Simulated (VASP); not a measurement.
# PbS (Galena) (Fm-3m) in VASP: notebook

The runs below take PbS (Galena) through single point, with PBEsol.

All numbers are computed with VASP 6.6.1; they aren't measurements. Logs are shortened: lines on timing, memory, paths and dates and some standing lists are left out, and cuts for length are marked.

**1. The cell of the first run**

The structure is cubic, space group Fm-3m (No. 225). Conventional cell: a = 5.931 Å, b = 5.931 Å, c = 5.931 Å, α = 90.00°, β = 90.00°, γ = 90.00°. Pb (site symmetry m-3m) has 6 S at 2.97 Å within 3.9 Å. Within 3.9 Å of S (site symmetry m-3m) lie 6 Pb at 2.97 Å.

**2. Single point, PBEsol, non-collinear spin, zero start, spin-orbit coupling**

Input file INCAR:

```
SYSTEM = PbS
PREC = Accurate
ENCUT = 520
EDIFF = 1E-6
ISMEAR = -1
SIGMA = 0.05
LREAL = .FALSE.
LASPH = .TRUE.
NELM = 150
ALGO = Normal
ISIF = 2
LWAVE = .FALSE.
LCHARG = .FALSE.
LNONCOLLINEAR = .TRUE.
MAGMOM = 0 0 0 0 0 0
LORBIT = 11
LSORBIT = .TRUE.
GGA_COMPAT = .FALSE.
LORBMOM = .TRUE.
GGA = PS
NBANDS = 32
```

Input file KPOINTS:

```
regular mesh
0
G
  6 6 6
  0 0 0
```

Input file POSCAR:

```
PbS
1.0
    0.0000000000      2.9657500000      2.9657500000
    2.9657500000      0.0000000000      2.9657500000
    2.9657500000      2.9657500000      0.0000000000
Pb S
1 1
Direct
    0.0000000000      0.0000000000      0.0000000000
    0.5000000000      0.5000000000      0.5000000000
```

Potentials or basis: VASP PAW PBE potentials, release 64 (Pb_d, S).

Started as:

```
cat potpaw_PBE.64/Pb_d/POTCAR potpaw_PBE.64/S/POTCAR > POTCAR
mpirun -np 1 vasp_ncl > vasp.out
```

OUTCAR:

```text
SYSTEM = PbS
   PREC = Accurate
   ENCUT = 520
   EDIFF = 1E-6
   ISMEAR = -1
   LREAL = .FALSE.
   LASPH = .TRUE.
   NELM = 150
   ISIF = 2
   LNONCOLLINEAR = .TRUE.
   LORBIT = 11
   LSORBIT = .TRUE.
   GGA = PS

 ion  position               nearest neighbor table
   1  0.000  0.000  0.000-   2 2.97   2 2.97   2 2.97   2 2.97   2 2.97   2 2.97
   2  0.500  0.500  0.500-   1 2.97   1 2.97   1 2.97   1 2.97   1 2.97   1 2.97

  LATTYP: Found a face centered cubic cell.
 ALAT       =     5.9315000000

  Lattice vectors:

 A1 = (   0.0000000000,   2.9657500000,   2.9657500000)
 A2 = (   2.9657500000,   0.0000000000,   2.9657500000)
 A3 = (   2.9657500000,   2.9657500000,   0.0000000000)

Analysis of symmetry for initial positions (statically):
=====================================================================
 Subroutine PRICEL returns:
 Original cell was already a primitive cell.

 Routine SETGRP: Setting up the symmetry group for a
 face centered cubic supercell.

 Subroutine GETGRP returns: Found 48 space group operations
 (whereof 48 operations were pure point group operations)
 out of a pool of 48 trial point group operations.

The static configuration has the point symmetry O_h .

Analysis of symmetry for dynamics (positions and initial velocities):
=====================================================================
 Subroutine PRICEL returns:
 Original cell was already a primitive cell.

 Routine SETGRP: Setting up the symmetry group for a
 face centered cubic supercell.

 Subroutine GETGRP returns: Found 48 space group operations
 (whereof 48 operations were pure point group operations)
 out of a pool of 48 trial point group operations.

The dynamic configuration has the point symmetry O_h .

Analysis of structural, dynamic, and magnetic symmetry:
=====================================================================
 Subroutine PRICEL returns:
 Original cell was already a primitive cell.

 Routine SETGRP: Setting up the symmetry group for a
 face centered cubic supercell.

 Subroutine GETGRP returns: Found 48 space group operations
 (whereof 48 operations were pure point group operations)
 out of a pool of 48 trial point group operations.

The overall configuration has the point symmetry O_h .

 Subroutine INISYM returns: Found 48 space group operations
 (whereof 48 operations are pure point group operations),
 and found     1 'primitive' translations

----------------------------------------------------------------------------------------

                                     Primitive cell

  volume of cell :      52.1715

  direct lattice vectors                    reciprocal lattice vectors
     0.000000000  2.965750000  2.965750000    -0.168591419  0.168591419  0.168591419
     2.965750000  0.000000000  2.965750000     0.168591419 -0.168591419  0.168591419
     2.965750000  2.965750000  0.000000000     0.168591419  0.168591419 -0.168591419

  length of vectors
     4.194203873  4.194203873  4.194203873     0.292008903  0.292008903  0.292008903

  position of ions in fractional coordinates (direct lattice)
     0.000000000  0.000000000  0.000000000
     0.500000000  0.500000000  0.500000000

  ion indices of the primitive-cell ions
   primitive index   ion index
                 1           1
                 2           2

----------------------------------------------------------------------------------------

 KPOINTS: regular mesh

Automatic generation of k-mesh.
 Grid dimensions read from file:
 generate k-points for:    6    6    6

 Generating k-lattice:

  Cartesian coordinates                     Fractional coordinates (reciprocal lattice)
    -0.028098570  0.028098570  0.028098570     0.166666667  0.000000000  0.000000000
     0.028098570 -0.028098570  0.028098570     0.000000000  0.166666667  0.000000000
     0.028098570  0.028098570 -0.028098570     0.000000000  0.000000000  0.166666667

  Length of vectors
     0.048668150  0.048668150  0.048668150
[... 84 lines left out ...]

 number of electron      19.9999998 magnetization      -0.0000000     -0.0000000      0.0000000

 Free energy of the ion-electron system (eV)
  ---------------------------------------------------
  ext. energy  EPLUGINS =         0.00000000
  ---------------------------------------------------
  free energy    TOTEN  =        -9.84303813 eV

  energy without entropy =       -9.84069059  energy(sigma->0) =       -9.84186436

 E-fermi :   5.6147     XC(G=0):  -9.8899

 val. band max:        5.5791146265   @ k =   0.5000   0.0000   0.0000
 cond. band min:       5.6501844177   @ k =   0.5000   0.0000   0.0000
 fundamental gap:      0.0710697913
 Fermi energy:         5.6146502429

 k-point     1 :       0.0000    0.0000    0.0000
  band No.  band energies     occupation
      1     -12.5245      1.00000
      2     -12.5245      1.00000
      3     -12.5245      1.00000
      4     -12.5245      1.00000
      5      -9.9815      1.00000
      6      -9.9815      1.00000
[... 549 lines left out ...]
     31      17.4735      0.00000
     32      17.4740      0.00000

------------------------ aborting loop because EDIFF is reached ----------------------------------------

  FORCE on cell =-STRESS in cart. coord.  units (eV):
  Direction    XX          YY          ZZ          XY          YZ          ZX
  --------------------------------------------------------------------------------------
  -------------------------------------------------------------------------------------
  Total       -0.4643159     -0.4643159     -0.4643159     -0.0000000      0.0000000     -0.0000000
  in kB      -14.2590478    -14.2590478    -14.2590478     -0.0000000      0.0000000     -0.0000000
  external PRESSURE =     -14.2590478 kB  Pullay stress =       0.0000000 kB

 VOLUME and BASIS-vectors are now :
 -----------------------------------------------------------------------------
  energy-cutoff  :      520.00
  volume of cell :       52.17
      direct lattice vectors                 reciprocal lattice vectors
     0.000000000  2.965750000  2.965750000    -0.168591419  0.168591419  0.168591419
     2.965750000  0.000000000  2.965750000     0.168591419 -0.168591419  0.168591419
     2.965750000  2.965750000  0.000000000     0.168591419  0.168591419 -0.168591419

 POSITION                                       TOTAL-FORCE (eV/Angst)
 -----------------------------------------------------------------------------------
      0.00000      0.00000      0.00000         0.000000      0.000000      0.000000
      2.96575      2.96575      2.96575        -0.000000     -0.000000     -0.000000
 -----------------------------------------------------------------------------------
    total drift:                                0.000000     -0.000000     -0.000000

  FREE ENERGIE OF THE ION-ELECTRON SYSTEM (eV)
  ---------------------------------------------------
  free  energy   TOTEN  =        -9.8430381309 eV

  energy  without entropy=       -9.8406905949  energy(sigma->0) =       -9.84186436

 orbital moment (x)

 # of ion     p       d       tot
 ----------------------------------------
  1        -0.000   0.000  -0.000
  2        -0.000   0.000  -0.000
 ----------------------------------------
           -0.000   0.000  -0.000

 orbital moment (y)

 # of ion     p       d       tot
 ----------------------------------------
  1         0.000  -0.000   0.000
  2         0.000   0.000   0.000
 ----------------------------------------
            0.000  -0.000   0.000

 orbital moment (z)

 # of ion     p       d       tot
 ----------------------------------------
  1         0.000   0.000   0.000
  2         0.000   0.000   0.000
 ----------------------------------------
            0.000   0.000   0.000

 Spin-Orbit-Coupling matrix elements

 Ion:    1  E_soc:     -0.8107994
 l=   1
     0.0000000    -0.0681641    -0.0681641
    -0.0681641     0.0000000    -0.0681641
    -0.0681641    -0.0681641     0.0000000
 l=   2
     0.0000000    -0.0134999     0.0000000    -0.0134999    -0.0534692
    -0.0134999     0.0000000    -0.0401019    -0.0134999    -0.0133673
     0.0000000    -0.0401019     0.0000000    -0.0401019     0.0000000
    -0.0134999    -0.0134999    -0.0401019     0.0000000    -0.0133673
    -0.0534692    -0.0133673     0.0000000    -0.0133673     0.0000000
 l=   3
     0.0000000     0.0000000     0.0000000     0.0000000     0.0000000     0.0000000     0.0000000
     0.0000000     0.0000000     0.0000000     0.0000000     0.0000000     0.0000000     0.0000000
     0.0000000     0.0000000     0.0000000     0.0000000     0.0000000     0.0000000     0.0000000
     0.0000000     0.0000000     0.0000000     0.0000000     0.0000000     0.0000000     0.0000000
     0.0000000     0.0000000     0.0000000     0.0000000     0.0000000     0.0000000     0.0000000
     0.0000000     0.0000000     0.0000000     0.0000000     0.0000000     0.0000000     0.0000000
     0.0000000     0.0000000     0.0000000     0.0000000     0.0000000     0.0000000     0.0000000

 Ion:    2  E_soc:     -0.0038550
 l=   1
     0.0000000    -0.0006425    -0.0006425
    -0.0006425     0.0000000    -0.0006425
    -0.0006425    -0.0006425     0.0000000
 l=   2
     0.0000000     0.0000000     0.0000000     0.0000000     0.0000000
     0.0000000     0.0000000     0.0000000     0.0000000     0.0000000
     0.0000000     0.0000000     0.0000000     0.0000000     0.0000000
     0.0000000     0.0000000     0.0000000     0.0000000     0.0000000
     0.0000000     0.0000000     0.0000000     0.0000000     0.0000000
 l=   3
     0.0000000     0.0000000     0.0000000     0.0000000     0.0000000     0.0000000     0.0000000
     0.0000000     0.0000000     0.0000000     0.0000000     0.0000000     0.0000000     0.0000000
     0.0000000     0.0000000     0.0000000     0.0000000     0.0000000     0.0000000     0.0000000
     0.0000000     0.0000000     0.0000000     0.0000000     0.0000000     0.0000000     0.0000000
     0.0000000     0.0000000     0.0000000     0.0000000     0.0000000     0.0000000     0.0000000
     0.0000000     0.0000000     0.0000000     0.0000000     0.0000000     0.0000000     0.0000000
     0.0000000     0.0000000     0.0000000     0.0000000     0.0000000     0.0000000     0.0000000

 total charge

# of ion       s       p       d       tot
------------------------------------------
    1        1.460   0.539   9.845  11.843
    2        1.352   2.292   0.000   3.644
--------------------------------------------------
tot          2.812   2.831   9.845  15.487

 magnetization (x)

# of ion       s       p       d       tot
------------------------------------------
    1        0.000  -0.000   0.000   0.000
    2        0.000   0.000   0.000   0.000
--------------------------------------------------
tot          0.000   0.000   0.000   0.000

 magnetization (y)

# of ion       s       p       d       tot
------------------------------------------
    1        0.000   0.000   0.000   0.000
    2        0.000  -0.000   0.000   0.000
--------------------------------------------------
tot          0.000   0.000   0.000   0.000

 magnetization (z)

# of ion       s       p       d       tot
------------------------------------------
    1       -0.000  -0.000   0.000  -0.000
    2        0.000  -0.000   0.000   0.000
--------------------------------------------------
tot         -0.000  -0.000   0.000  -0.000
```

It took 29 s on 1 thread of Intel Xeon 6975P-C (Granite Rapids), shared host; peak memory 0.31 GiB.

Results:

| Item | Value |
| --- | --- |
| Free energy | -9.8430 eV |
| Pressure | -1.4 GPa |
| Net moment | 0.00 μB per cell |
| Valence electrons inside the program's atomic spheres | Pb 11.84; S 3.64 |

Moments on the atoms (μB; x, y, z):
```
Pb  0.00 0.00 0.00
S   0.00 0.00 0.00
```

Caveat: the PAW data sets were made with another functional, which shifts forces and pressure a little.

**3. Single point, PBEsol**

Input file INCAR:

```
SYSTEM = PbS
PREC = Accurate
ENCUT = 520
EDIFF = 1E-6
ISMEAR = -1
SIGMA = 0.05
LREAL = .FALSE.
LASPH = .TRUE.
NELM = 60
ALGO = Normal
ISIF = 2
LWAVE = .FALSE.
LCHARG = .FALSE.
GGA = PS
NBANDS = 17
```

Input file KPOINTS:

```
Automatic mesh
0
G
  6 6 6
  0 0 0
```

POSCAR is that of step 2.

Potentials or basis: VASP PAW PBE potentials, release 64 (Pb_d, S).

Started as:

```
cat potpaw_PBE.64/Pb_d/POTCAR potpaw_PBE.64/S/POTCAR > POTCAR
mpirun -np 1 vasp_std > vasp.out
```

It took 6.9 s on 1 thread of Intel Xeon Platinum 8488C (Sapphire Rapids), shared host; peak memory 0.17 GiB.

Results (log left out):

- Free energy: -9.4578 eV
- Pressure: -1.0 GPa
- Band gap on the k mesh: 0.26 eV, direct

Levels at points of the mesh, in eV from the valence-band top:
| k point | band 6 | band 7 | band 8 | band 9 | band 10 | band 11 | band 12 | band 13 | band 14 | band 15 |
| --- | --- | --- | --- | --- | --- | --- | --- | --- | --- | --- |
| (0.00, 0.00, 0.00) | -13.60 | -6.06 | -2.17 | -2.17 | -2.17 | 5.16 | 5.16 | 5.16 | 6.65 | 6.65 |
| (0.50, 0.00, 0.00) | -12.34 | -8.89 | -1.77 | -1.77 | 0.00 | 0.26 | 1.90 | 1.90 | 8.49 | 10.09 |
| (0.50, 0.50, 0.00) | -11.90 | -7.24 | -5.25 | -3.46 | -3.46 | 3.72 | 5.53 | 5.64 | 5.64 | 11.18 |

Caveat: the PAW data sets were made with another functional, which shifts forces and pressure a little; spin-orbit coupling is left out, which moves the levels of the heavy elements. A k mesh can miss the band edges.
